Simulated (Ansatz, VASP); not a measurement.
**One calculation of MgO, two programs**

```xyz
12
Lattice="5.6335 0.0000 0.0000 0.0000 5.6335 0.0000 0.0000 0.0000 5.6335" Properties=species:S:1:pos:R:3 pbc="T T T"
Mg    1.4084   -0.0555    2.8168
Mg    0.0000    2.8813    1.4084
Mg    2.8168    4.1124    0.0000
Mg    4.2252   -0.0555    2.8168
Mg    0.0000    2.8813    4.2252
Mg    2.8168    1.2956    0.0000
O     1.4084    2.9625    0.0000
O     2.8168    0.0517    1.4084
O     0.0000    4.1854    2.8168
O     4.2252    2.9625    0.0000
O     2.8168    0.0517    4.2252
O     0.0000    1.3686    2.8168
```

Change from the starting cell: mode 14 frozen in at -0.060 Å and mode 24 at -0.113 Å (largest displacements).

Alike in both runs: task single point; functional PBE; k mesh 4 × 4 × 4; occupations gaussian, width 0.05 eV; no spin polarisation.

```csv
,VASP,Ansatz
version,VASP 6.6.1,Ansatz 0.2.0
potentials or method,"VASP PAW PBE potentials, release 64 (Mg, O), cutoff 520 eV","scalar-relativistic, plane waves, PAW"
valence electrons in the cell,48,96
```

|  | VASP | Ansatz | Ansatz less VASP |
| --- | --- | --- | --- |
| gap on the k mesh at the Fermi level (eV) | 2.83 | 2.85 | +0.016 |
| least direct gap on the mesh (eV) | 2.84 | 2.85 | +0.016 |
| pressure (GPa) | 1.4 | 1.7 | +0.28 |
| traceless stress, the component that is largest in VASP (GPa) | 0.67 | 0.66 | -0.012 |
| rms of the force components (eV/Å) | 0.884 | 0.870 | -0.0134 |

Atom by atom the forces differ by 0.014 eV/Å (rms over components). With one functional, cell and mesh, what is left measures potentials, basis and numerics. VASP's potentials hold 48 valence electrons a cell and Ansatz's 96, so a difference there can come from the potentials and not from the codes.
